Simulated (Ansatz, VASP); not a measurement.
# SrO: VASP beside Ansatz

```
Sr O
1.0
     0.00000    2.60569    2.60569
     2.60569    0.00000    2.60569
     2.60569    2.60569    0.00000
Sr O
1 1
Direct
  0.00000 0.00000 0.00000
  0.50000 0.50000 0.50000
```

Change from the starting cell: hydrostatic strain +1.0%.

Alike in both runs: task single point; functional r2SCAN; k mesh 8 × 8 × 8; non-collinear spin, spin-orbit coupling.

|  | VASP | Ansatz |
| --- | --- | --- |
| version | VASP 6.6.1 | Ansatz 0.2.0 |
| potentials or method | VASP PAW PBE potentials, release 64 (Sr_sv, O) | plane waves, PAW |
| plane-wave cutoff (eV) | 520 | 500 |
| occupations | gaussian, width 0.01 eV | fixed |
| valence electrons in the cell | 16 | 16 |

```csv
,VASP,Ansatz,Ansatz less VASP
pressure (GPa),-2.2,-2.6,-0.45
net moment per atom (μB),0.00,0.00,0.000
```

VASP's potentials were made for PBE, not for r2SCAN.
